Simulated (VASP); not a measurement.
Lu4SiF: relaxation of cell and atoms with PBE

Lu4SiF:

```
Lu Si F
1.0
     3.96650    0.00000    0.00000
     0.00000    3.96650    0.00000
     0.00000    0.00000    8.26840
Lu Si F
4 1 1
Direct
  0.00000 0.50000 0.25267
  0.50000 0.00000 0.25267
  0.00000 0.50000 0.74733
  0.50000 0.00000 0.74733
  0.00000 0.00000 0.00000
  0.00000 0.00000 0.50000
```

The cell was built from a structure type or drawn by symmetry, and may not be a known phase.

```
Program                : VASP 6.6.1
Task                   : relaxation of cell and atoms
Functional             : PBE
Potentials or basis    : VASP PAW PBE potentials, release 64 (Lu, Si, F)
Cutoff                 : 600 eV
k mesh                 : 4 × 4 × 2
Occupations            : gaussian, width 0.1 eV
Spin                   : no spin polarisation
Dipole correction      : no
Further INCAR settings : ALGO = Normal; EDIFF = 1e-06; IBRION = 2; EDIFFG = -0.04; NSW = 90; ISIF = 3
```

| Quantity | Value |
| --- | --- |
| Relaxed volume | 24.13 Å³/atom |
| Relaxed cell | a = 4.568 Å, b = 4.568 Å, c = 6.936 Å, α = 90.00°, β = 90.00°, γ = 90.00° |
| Space group after relaxing (to 0.1 Å) | P4/mmm (No. 123) |
| Energy gained by relaxing | 506.4 meV/atom |
| Ionic steps | 8 |
| Pressure after relaxing | 0.0 GPa |
| Largest force after relaxing | 0.008 eV/Å |
| Band gap on the k mesh | zero (an odd number of electrons rules out a gap without spin polarisation) |

Forces on the atoms (eV/Å):
```
Lu   0.000  0.000  0.008
Lu   0.000  0.000  0.008
Lu   0.000  0.000 -0.008
Lu   0.000  0.000 -0.008
Si   0.000  0.000  0.000
F    0.000  0.000  0.000
```

Stress tensor (GPa, compression positive):
```
 0.17  0.00  0.00
 0.00  0.17  0.00
 0.00  0.00 -0.21
```

The path:
```csv
step,energy change (eV),largest force (eV/Å),pressure (GPa),volume (Å³)
1,0.0000,0.4378,10.44,130.09
2,-2.5427,0.4369,-3.24,156.48
3,-2.5789,0.4161,-4.32,160.00
4,-3.0254,0.0172,-0.94,147.42
5,-3.0360,0.0956,-0.03,145.43
6,-3.0359,0.0832,-0.20,145.72
7,-3.0375,0.0531,-0.10,145.33
8,-3.0383,0.0083,0.05,144.76
```

Final structure:
```xyz
6
Lattice="4.5684 0.0000 0.0000 0.0000 4.5684 0.0000 0.0000 0.0000 6.9361" Properties=species:S:1:pos:R:3 pbc="T T T"
Lu    4.5684    2.2842    1.7196
Lu    2.2842    4.5684    1.7196
Lu    0.0000    2.2842    5.2166
Lu    2.2842    0.0000    5.2166
Si    0.0000    0.0000    0.0000
F     0.0000    0.0000    3.4681
```

Levels at points of the mesh, in eV from the Fermi level:
| k point | band 52 | band 53 | band 54 | band 55 | band 56 | band 57 | band 58 | band 59 | band 60 | band 61 |
| --- | --- | --- | --- | --- | --- | --- | --- | --- | --- | --- |
| (0.00, 0.00, 0.00) | -2.03 | -2.03 | -1.16 | -0.88 | -0.53 | -0.34 | -0.08 | 0.14 | 2.15 | 2.15 |
| (0.50, 0.00, 0.00) | -1.85 | -1.17 | -1.13 | -0.46 | 0.27 | 0.42 | 0.80 | 1.20 | 1.73 | 1.80 |
| (0.50, 0.50, 0.00) | -1.62 | -1.51 | -0.85 | -0.85 | -0.42 | 0.41 | 0.41 | 1.02 | 1.37 | 1.37 |
| (0.00, 0.00, 0.50) | -2.19 | -2.00 | -2.00 | -0.31 | -0.18 | -0.13 | 0.27 | 1.18 | 1.57 | 1.57 |
| (0.50, 0.00, 0.50) | -1.83 | -1.71 | -0.19 | 0.14 | 0.86 | 0.90 | 1.20 | 1.20 | 1.69 | 1.85 |
| (0.50, 0.50, 0.50) | -1.63 | -1.08 | -1.04 | -0.89 | -0.89 | 0.69 | 0.69 | 1.18 | 1.43 | 1.43 |

Wall time 15 min on 1 thread of Intel(R) Xeon(R) Platinum 8488C (Sapphire Rapids), with other jobs on the host, peak memory 0.34 GiB.

Caveat: the k points lie up to 0.45 Å⁻¹ apart in the final cell, too coarse for converged energies and pressures of a metal; a cell axis changed by over 15 % at a fixed basis, so the end point is rough; spin-orbit coupling is left out, which moves the levels of the heavy elements; an odd number of electrons without spin polarisation forces a metal; a magnetic or distorted state may lie lower.
